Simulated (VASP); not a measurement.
# AsIr (P4_2/mmc) in VASP: further runs, part 2 of 2

VASP 6.6.1. The steps go on from the part before.

## 3. Relaxation of shape and atoms at fixed volume, PBEsol (16.82 Å³/atom)

This run uses another cell than the first one, of 16.82 Å³/atom.

INCAR

```
PREC     = Accurate       # precision mode
ENCUT    = 600            # plane-wave cutoff, eV
EDIFF    = 1E-6           # SCF threshold, eV
ISMEAR   = 0              # smearing method
SIGMA    = 0.05           # smearing width, eV
LREAL    = False          # projectors in reciprocal space
LASPH    = True           # aspherical terms in the spheres
NELM     = 100            # most SCF steps
ALGO     = Normal         # electronic algorithm
ISIF     = 4              # what is computed and relaxed
LWAVE    = False          # write WAVECAR
LCHARG   = False          # write CHGCAR
GGA      = PS             # functional
IBRION   = 2              # ionic algorithm
NSW      = 60             # ionic steps
EDIFFG   = -0.01          # ionic threshold
```

KPOINTS

```
regular mesh
0
Gamma
  8 8 8
```

POSCAR

```
AsIr
1.0
    2.9355164680      0.0000000000      0.0000000000
    0.0000000000      2.9355164680      0.0000000000
    0.0000000000      0.0000000000      7.8056602116
Ir As
2 2
Direct
    0.0000000000      0.5000000000      0.0000000000
    0.5000000000      0.0000000000      0.5000000000
    0.0000000000      0.0000000000      0.2500000000
    0.0000000000      0.0000000000      0.7500000000
```

Potentials or basis: VASP PAW PBE potentials, release 64 (Ir, As).

Run with:

```console
cat potpaw_PBE.64/Ir/POTCAR potpaw_PBE.64/As/POTCAR > POTCAR
mpirun -np 1 vasp_std > vasp.out
```

OUTCAR:

```text
PREC = Accurate
   ENCUT = 600
   EDIFF = 1E-6
   ISMEAR = 0
   LREAL = False
   LASPH = True
   NELM = 100
   ISIF = 4
   GGA = PS
   IBRION = 2
   NSW = 60
   EDIFFG = -0.01

 ion  position               nearest neighbor table
   1  0.000  0.500  0.000-   3 2.44   4 2.44   3 2.44   4 2.44
   2  0.500  0.000  0.500-   3 2.44   4 2.44   3 2.44   4 2.44
   3  0.000  0.000  0.250-   1 2.44   2 2.44   1 2.44   2 2.44
   4  0.000  0.000  0.750-   1 2.44   2 2.44   1 2.44   2 2.44

  LATTYP: Found a simple tetragonal cell.
 ALAT       =     2.9355164680
 C/A-ratio  =     2.6590415338

  Lattice vectors:

 A1 = (   2.9355164680,   0.0000000000,   0.0000000000)
 A2 = (   0.0000000000,   2.9355164680,   0.0000000000)
 A3 = (   0.0000000000,   0.0000000000,   7.8056602116)

Analysis of symmetry for initial positions (statically):
=====================================================================
 Subroutine PRICEL returns:
 Original cell was already a primitive cell.

 Routine SETGRP: Setting up the symmetry group for a
 simple tetragonal supercell.

 Subroutine GETGRP returns: Found 16 space group operations
 (whereof  8 operations were pure point group operations)
 out of a pool of 16 trial point group operations.

The static configuration has the point symmetry D_2h.
 The point group associated with its full space group is D_4h.

Analysis of symmetry for dynamics (positions and initial velocities):
=====================================================================
 Subroutine PRICEL returns:
 Original cell was already a primitive cell.

 Routine SETGRP: Setting up the symmetry group for a
 simple tetragonal supercell.

 Subroutine GETGRP returns: Found 16 space group operations
 (whereof  8 operations were pure point group operations)
 out of a pool of 16 trial point group operations.

The dynamic configuration has the point symmetry D_2h.
[... 132 lines left out ...]
   IVDW    =     0    specifies the selected vdW correction
   LEPSILON=     F    determine dielectric tensor
   LRPA    =     F    only Hartree local field effects (RPA)
 conjugate gradient relaxation of ions
 non-spin polarized calculation
 Gauss-broadening in eV      SIGMA  =   0.05
  energy-cutoff  :      600.00
  volume of cell :       67.26
 maximum number of plane-waves:      2280
 NGX is ok and might be reduce to    24
   NGX = 11   NGY = 11   NGZ = 31

--------------------------------------- Ionic step        1  -------------------------------------------

 number of electron      27.9999998 magnetization

 Free energy of the ion-electron system (eV)
  ---------------------------------------------------
  ext. energy  EPLUGINS =         0.00000000
  ---------------------------------------------------
  free energy    TOTEN  =       -29.79127225 eV

  energy without entropy =      -29.78703477  energy(sigma->0) =      -29.78915351

------------------------ aborting loop because EDIFF is reached ----------------------------------------

  FORCE on cell =-STRESS in cart. coord.  units (eV):
  Direction    XX          YY          ZZ          XY          YZ          ZX
  --------------------------------------------------------------------------------------
  -------------------------------------------------------------------------------------
  Total       -0.9863501     -0.9863501     -1.7781610      0.0000000      0.0000000      0.0000000
  in kB      -23.4943261    -23.4943261    -42.3548341      0.0000000      0.0000000      0.0000000
  external PRESSURE =     -29.7811621 kB  Pullay stress =       0.0000000 kB
[... 63 lines left out ...]
--------------------------------------- Ionic step        3  -------------------------------------------

 number of electron      27.9999998 magnetization

 Free energy of the ion-electron system (eV)
  ---------------------------------------------------
  ext. energy  EPLUGINS =         0.00000000
  ---------------------------------------------------
  free energy    TOTEN  =       -29.79295542 eV

  energy without entropy =      -29.78842116  energy(sigma->0) =      -29.79068829

 E-fermi :   7.5350     XC(G=0): -12.0777

 val. band max:        7.5321788577   @ k =   0.5000   0.3750   0.3750
 cond. band min:       7.5376143186   @ k =   0.3750   0.1250   0.0000
 fundamental gap:      0.0054354609
 Fermi energy:         7.5349845259

 k-point     1 :       0.0000    0.0000    0.0000
  band No.  band energies     occupation
      1      -7.2134      2.00000
      2      -5.7662      2.00000
      3      -1.3403      2.00000
      4       2.2421      2.00000
      5       3.2942      2.00000
      6       3.3452      2.00000
[... 481 lines left out ...]
      5       1.3482      2.00000
      6       2.4111      2.00000
[... 10 lines left out ...]
     17      10.5564      0.00000
     18      11.4390      0.00000

 [... further k-points ...]

------------------------ aborting loop because EDIFF is reached ----------------------------------------

  FORCE on cell =-STRESS in cart. coord.  units (eV):
  Direction    XX          YY          ZZ          XY          YZ          ZX
  --------------------------------------------------------------------------------------
  -------------------------------------------------------------------------------------
  Total       -1.0342678     -1.0342678     -1.0285563     -0.0000000      0.0000000      0.0000000
  in kB      -24.6357006    -24.6357006    -24.4996558     -0.0000000      0.0000000      0.0000000
  external PRESSURE =     -24.5903523 kB  Pullay stress =       0.0000000 kB
[... 19 lines left out ...]
  FREE ENERGIE OF THE ION-ELECTRON SYSTEM (eV)
  ---------------------------------------------------
  free  energy   TOTEN  =       -29.7929554182 eV

  energy  without entropy=      -29.7884211645  energy(sigma->0) =      -29.79068829

 reached required accuracy - stopping structural energy minimisation
```

OSZICAR:

```text
N       E                     dE             d eps       ncg     rms          rms(c)
DAV:   1     0.236981686666E+03    0.23698E+03   -0.13393E+04  2700   0.161E+03
DAV:   2    -0.106743910498E+02   -0.24766E+03   -0.23967E+03  2710   0.392E+02
DAV:   3    -0.301883579145E+02   -0.19514E+02   -0.18708E+02  3710   0.101E+02
[... 21 lines left out ...]
DAV:   2    -0.297931138190E+02    0.52135E-03   -0.14546E-03  3688   0.292E-01    0.643E-02
DAV:   3    -0.297929597230E+02    0.15410E-03   -0.40554E-04  3526   0.150E-01    0.228E-02
DAV:   4    -0.297929565912E+02    0.31318E-05   -0.24229E-05  3462   0.437E-02    0.103E-02
DAV:   5    -0.297929555198E+02    0.10715E-05   -0.21386E-06  1726   0.104E-02    0.293E-03
DAV:   6    -0.297929554182E+02    0.10158E-06   -0.34404E-07  1466   0.588E-03
   3 F= -.29792955E+02 E0= -.29790688E+02  d E =-.168317E-02
```

Wall time 3.2 min (1 thread of Intel Xeon Platinum 8259CL at 2.50GHz (Skylake/Cascade Lake), shared host); peak memory 0.27 GiB.

What came out:

| Quantity | Value |
| --- | --- |
| Free energy | -29.7930 eV |
| Energy gained by relaxing | 0.4 meV/atom |
| Ionic steps | 3 |
| Pressure after relaxing | -2.5 GPa |
| Band gap on the k mesh | zero (bands 14 and 15 overlap by 1.40 eV) |

Step by step:
```csv
step,energy change (eV),largest force (eV/Å),pressure (GPa),volume (Å³)
1,0.0000,0.0000,-2.98,67.26
2,-0.0013,0.0000,-2.18,67.26
3,-0.0017,0.0000,-2.46,67.26
```

Final structure:
```
Ir As
1.0
     2.94179    0.00000    0.00000
     0.00000    2.94179    0.00000
     0.00000    0.00000    7.77243
Ir As
2 2
Direct
  0.00000 0.50000 0.00000
  0.50000 0.00000 0.50000
  0.00000 0.00000 0.25000
  0.00000 0.00000 0.75000
```

Levels at points of the mesh, in eV from the Fermi level:
```tsv
k point	band 11	band 12	band 13	band 14	band 15	band 16	band 17	band 18
(0.00, 0.00, 0.00)	-1.55	-1.55	-0.18	-0.16	1.99	1.99	3.16	5.57
(0.50, 0.00, 0.00)	-1.73	-1.56	-1.31	-1.10	1.42	1.57	3.77	4.22
(0.50, 0.50, 0.00)	-2.75	-2.33	0.67	0.67	0.75	1.20	1.84	1.84
(0.00, 0.00, 0.50)	-1.88	-1.88	-0.17	-0.17	3.29	3.29	3.97	3.97
(0.50, 0.00, 0.50)	-1.83	-1.57	-1.09	0.80	0.87	1.33	3.24	3.68
(0.50, 0.50, 0.50)	-2.04	-2.04	0.57	0.57	1.15	1.15	2.64	2.64
```

Caveat: the PAW data sets were made with another functional, which shifts forces and pressure a little; spin-orbit coupling is left out, which moves the levels of the heavy elements.

## 4. Relaxation of shape and atoms at fixed volume, PBEsol (17.15 Å³/atom)

This run uses another cell than the first one, of 17.15 Å³/atom.

INCAR

```
SYSTEM = AsIr
PREC     = Accurate       ! precision mode
ENCUT    = 600            ! plane-wave cutoff, eV
EDIFF    = 1E-6           ! SCF threshold, eV
ISMEAR   = 0              ! smearing method
SIGMA    = 0.05           ! smearing width, eV
LREAL    = .FALSE.        ! projectors in reciprocal space
LASPH    = .TRUE.         ! aspherical terms in the spheres
NELM     = 100            ! most SCF steps
ALGO     = Normal         ! electronic algorithm
ISIF     = 4              ! what is computed and relaxed
LWAVE    = .FALSE.        ! write WAVECAR
LCHARG   = .FALSE.        ! write CHGCAR
GGA      = PS             ! functional
IBRION   = 2              ! ionic algorithm
NSW      = 60             ! ionic steps
EDIFFG   = -0.01          ! ionic threshold
```

KPOINTS

```
regular mesh
0
G
  8 8 8
  0 0 0
```

POSCAR

```
AsIr
1.0
    2.9626697711      0.0000000000      0.0000000000
    0.0000000000      2.9626697711      0.0000000000
    0.0000000000      0.0000000000      7.8134953704
Ir As
2 2
Direct
    0.0000000000      0.5000000000      0.0000000000
    0.5000000000      0.0000000000      0.5000000000
    0.0000000000      0.0000000000      0.2500000000
    0.0000000000      0.0000000000      0.7500000000
```

Run with:

```console
cat potpaw_PBE.64/Ir/POTCAR potpaw_PBE.64/As/POTCAR > POTCAR
mpirun -np 1 vasp_std > vasp.out
```

Run time: 2.8 min. Hardware: 1 thread of Intel Xeon Platinum 8259CL at 2.50GHz (Skylake/Cascade Lake), shared host; peak memory 0.27 GiB.

The run converged. Its results:

| Item | Value |
| --- | --- |
| Free energy | -29.7610 eV |
| Energy gained by relaxing | 0.5 meV/atom |
| Ionic steps | 3 |
| Pressure after relaxing | -5.2 GPa |
| Band gap on the k mesh | zero (bands 14 and 15 overlap by 1.40 eV) |

The path:
```tsv
step	energy change (eV)	largest force (eV/Å)	pressure (GPa)	volume (Å³)
1	0.0000	0.0000	-5.81	68.58
2	-0.0016	0.0000	-5.01	68.58
3	-0.0019	0.0000	-5.23	68.58
```

Final structure:
```cif
data_structure
_symmetry_space_group_name_H-M 'P 1'
_symmetry_Int_Tables_number 1
_cell_length_a 2.9697
_cell_length_b 2.9697
_cell_length_c 7.7768
_cell_angle_alpha 90.000
_cell_angle_beta 90.000
_cell_angle_gamma 90.000
_cell_volume 68.58
loop_
_atom_site_label
_atom_site_type_symbol
_atom_site_fract_x
_atom_site_fract_y
_atom_site_fract_z
_atom_site_occupancy
Ir1 Ir 0.00000 0.50000 0.00000 1
Ir2 Ir 0.50000 0.00000 0.50000 1
As1 As 0.00000 0.00000 0.25000 1
As2 As 0.00000 0.00000 0.75000 1
```

Levels at points of the mesh, in eV from the Fermi level:
| k point | band 12 | band 13 | band 14 | band 15 | band 16 | band 17 |
| --- | --- | --- | --- | --- | --- | --- |
| (0.00, 0.00, 0.00) | -1.51 | -0.19 | -0.18 | 1.91 | 1.91 | 3.17 |
| (0.50, 0.00, 0.00) | -1.51 | -1.20 | -1.08 | 1.34 | 1.52 | 3.79 |
| (0.50, 0.50, 0.00) | -2.32 | 0.61 | 0.61 | 0.75 | 1.27 | 1.84 |
| (0.00, 0.00, 0.50) | -1.84 | -0.19 | -0.19 | 3.21 | 3.21 | 3.91 |
| (0.50, 0.00, 0.50) | -1.52 | -1.07 | 0.79 | 0.82 | 1.44 | 3.17 |
| (0.50, 0.50, 0.50) | -1.92 | 0.53 | 0.53 | 1.16 | 1.16 | 2.69 |

Caveat: the PAW data sets were made with another functional, which shifts forces and pressure a little; spin-orbit coupling is left out, which moves the levels of the heavy elements.

## 5. Relaxation of cell and atoms, PBEsol

This run uses another cell than the first one, of 15.68 Å³/atom.

INCAR

```
SYSTEM = AsIr
PREC = Accurate ; ENCUT = 600
EDIFF = 1E-6 ; ISMEAR = 0
SIGMA = 0.05 ; LREAL = .False.
LASPH = .True. ; NELM = 80
ALGO = Normal ; ISIF = 3
LWAVE = .False. ; LCHARG = .False.
GGA = PS ; IBRION = 2
NSW = 80 ; EDIFFG = -0.01
```

KPOINTS

```
regular mesh
0
Gamma
  8 8 8
  0 0 0
```

POSCAR

```
AsIr
1.0
    3.6932776702      0.0000000000      0.0000000000
    0.0000000000      3.6932776702      0.0000000000
    0.0000000000      0.0000000000      4.5981393543
Ir As
2 2
Direct
    0.0000000000      0.5000000000      0.0000000000
    0.5000000000      0.0000000000      0.5000000000
    0.0000000000      0.0000000000      0.2500000000
    0.0000000000      0.0000000000      0.7500000000
```

Run with:

```console
cat potpaw_PBE.64/Ir/POTCAR potpaw_PBE.64/As/POTCAR > POTCAR
mpirun -np 1 vasp_std > vasp.out
```

Run time: 23 min. Hardware: 1 thread of Intel Xeon Platinum 8259CL at 2.50GHz (Skylake/Cascade Lake), shared host; peak memory 0.27 GiB.

The run converged. Its results:

- Free energy: -29.7823 eV
- Relaxed volume: 16.57 Å³/atom
- Relaxed cell: a = 2.922 Å, b = 2.922 Å, c = 7.759 Å, α = 90.00°, β = 90.00°, γ = 90.00°
- Space group after relaxing (to 0.1 Å): P4_2/mmc (No. 131)
- Pressure after relaxing: -0.1 GPa
- Band gap on the k mesh: zero (bands 14 and 15 overlap by 1.41 eV)

Stress tensor (GPa, compression positive):
```
-0.09  0.00  0.00
 0.00 -0.09  0.00
 0.00  0.00 -0.01
```

Final structure:
```
Ir As
1.0
     2.92247    0.00000    0.00000
     0.00000    2.92247    0.00000
     0.00000    0.00000    7.75931
Ir As
2 2
Direct
  0.00000 0.50000 0.00000
  0.50000 0.00000 0.50000
  0.00000 0.00000 0.25000
  0.00000 0.00000 0.75000
```

Levels at points of the mesh, in eV from the Fermi level:
```csv
k point,band 10,band 11,band 12,band 13,band 14,band 15,band 16,band 17,band 18
"(0.00, 0.00, 0.00)",-3.38,-1.59,-1.59,-0.17,-0.16,2.03,2.03,3.17,5.64
"(0.50, 0.00, 0.00)",-2.01,-1.82,-1.60,-1.39,-1.13,1.47,1.61,3.78,5.03
"(0.50, 0.50, 0.00)",-3.83,-2.85,-2.35,0.71,0.71,0.77,1.13,1.85,1.85
"(0.00, 0.00, 0.50)",-3.39,-1.92,-1.92,-0.16,-0.16,3.35,3.35,4.01,4.01
"(0.50, 0.00, 0.50)",-3.10,-1.87,-1.61,-1.12,0.81,0.90,1.26,3.29,3.77
"(0.50, 0.50, 0.50)",-3.42,-2.13,-2.13,0.58,0.58,1.14,1.14,2.60,2.60
```

Caveat: a cell axis changed by over 15 % at a fixed basis, so the end point is rough; the PAW data sets were made with another functional, which shifts forces and pressure a little; spin-orbit coupling is left out, which moves the levels of the heavy elements.

## 6. The runs side by side

| task | potentials or basis | cell | cutoff (eV) | gap on the mesh (eV) | pressure (GPa) |
| --- | --- | --- | --- | --- | --- |
| single point | VASP PAW PBE potentials, release 64 (Ir_sv_GW, As_d) | a = 2.916, b = 2.916, c = 7.754 Å, 4 atoms | 560 | none | -0.6 |
| relaxation of shape and atoms at fixed volume | VASP PAW PBE potentials, release 64 (Ir, As) | relaxed from a = 2.936, b = 2.936, c = 7.806 Å, 4 atoms | 600 | none | -2.5 |
| relaxation of shape and atoms at fixed volume | VASP PAW PBE potentials, release 64 (Ir, As) | relaxed from a = 2.963, b = 2.963, c = 7.813 Å, 4 atoms | 600 | none | -5.2 |
| relaxation of cell and atoms | VASP PAW PBE potentials, release 64 (Ir, As) | relaxed from a = 3.693, b = 3.693, c = 4.598 Å, 4 atoms | 600 | none | -0.1 |

Alike in all rows: level PBEsol; no spin polarisation; k mesh 8 × 8 × 8; smearing gaussian 0.05 eV.

Caveats: the PAW data sets were made with another functional, which shifts forces and pressure a little; spin-orbit coupling is left out, which moves the levels of the heavy elements; a cell axis changed by over 15 % at a fixed basis, so the end point is rough (at least some runs).

Absolute energies hang on the potentials; compare differences alone.

The gap in the log of VASP goes by the Fermi energy; the results here count the filled bands.